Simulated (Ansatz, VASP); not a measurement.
## SiC: VASP beside Ansatz

The input POSCAR:

```
SiC
1.0
    3.0445829006      0.0000000000      0.0000000000
   -1.5222914503      2.6366861359      0.0000000000
    0.0000000000      0.0000000000      5.0569587471
Si C
2 2
Direct
    0.3333333333      0.6666666667      0.0052077559
    0.6666666667      0.3333333333      0.5052077559
    0.3333333333      0.6666666667      0.3797922441
    0.6666666667      0.3333333333      0.8797922441
```

Contents of INCAR.step1:

```
PREC = Accurate
ENCUT = 520
ISMEAR = 0
SIGMA = 0.01
LREAL = F
LASPH = T
NELM = 60
NBANDS = 16
GGA = PE
ALGO = Normal
EDIFF = 1E-4
LWAVE = T
LCHARG = F
```

The input INCAR.step2:

```
PREC = Accurate
ENCUT = 520
EDIFF = 1E-7
ISMEAR = 0
SIGMA = 0.01
LREAL = F
LASPH = T
NELM = 60
ALGO = Normal
ISIF = 2
LWAVE = F
LCHARG = T
METAGGA = R2SCAN
LMIXTAU = T
LELF = T
LVHAR = T
NBANDS = 16
ISTART = 1
```

Contents of KPOINTS:

```
regular mesh
0
Gamma
  8 8 6
```

Input for Ansatz:

```yaml
crystal:
  lattice:
    - [3.04458290062, 0.0, 0.0]
    - [-1.52229145031, 2.63668613587, 0.0]
    - [0.0, 0.0, 5.05695874714]
  atoms:
    - { symbol: Si, position: [0.333333333333, 0.666666666667, 0.005207755859] }
    - { symbol: Si, position: [0.666666666667, 0.333333333333, 0.505207755859] }
    - { symbol: C, position: [0.333333333333, 0.666666666667, 0.379792244141] }
    - { symbol: C, position: [0.666666666667, 0.333333333333, 0.879792244141] }
kpoints:
  mp_grid: { grid: [8, 8, 6] }
scf:
  occupations: { method: fixed }
  convergence: { dr2_threshold: 1.0e-10 }
hamiltonian:
  xc: r2scan
  pseudopotentials: { kind: paw }
output:
  forces: true
  stress: true
  eigenstates:
    kpoints:
      - [0.0, 0.0, 0.0]
      - [-0.666666667, 0.333333333, 0.0]
      - [0.5, -0.5, 0.0]
      - [0.0, 0.5, 0.0]
      - [0.5, 0.0, 0.0]
      - [0.500000001, -0.500000001, -0.364304235]
      - [0.0, 0.500000001, -0.364304235]
      - [0.500000001, 0.0, -0.364304235]
      - [0.0, 0.0, -0.5]
      - [-0.5, 0.0, -0.5]
      - [-0.5, 0.5, -0.5]
      - [0.0, -0.5, -0.5]
  eigenvalues: true
```

Change from the starting cell: film at in-plane strain -0.01.

Alike in both runs: task single point; functional r2SCAN; k mesh 8 × 8 × 6; no spin polarisation.

|  | VASP | Ansatz |
| --- | --- | --- |
| version | VASP 6.6.1 | Ansatz 0.2.0 |
| potentials or method | VASP PAW PBE potentials, release 64 (Si, C) | PAW with Ansatz's default frozen-core files, scalar-relativistic |
| plane-wave cutoff (eV) | 520 | 500 |
| occupations | gaussian, width 0.01 eV | fixed |
| valence electrons in the cell | 16 | 16 |

Ansatz gave:

| Property | Result |
| --- | --- |
| gap on the k mesh at the Fermi level (eV) | 2.80 |
| pressure (GPa) | 4.4 |
| traceless stress, the component that is largest in VASP (GPa) | -4.40 |

**Question.** Which values does VASP return?

**Answer.** gap on the k mesh at the Fermi level (eV): 2.80; pressure (GPa): 4.2; traceless stress, the component that is largest in VASP (GPa): -4.41.

VASP's potentials were made for PBE, not for r2SCAN.
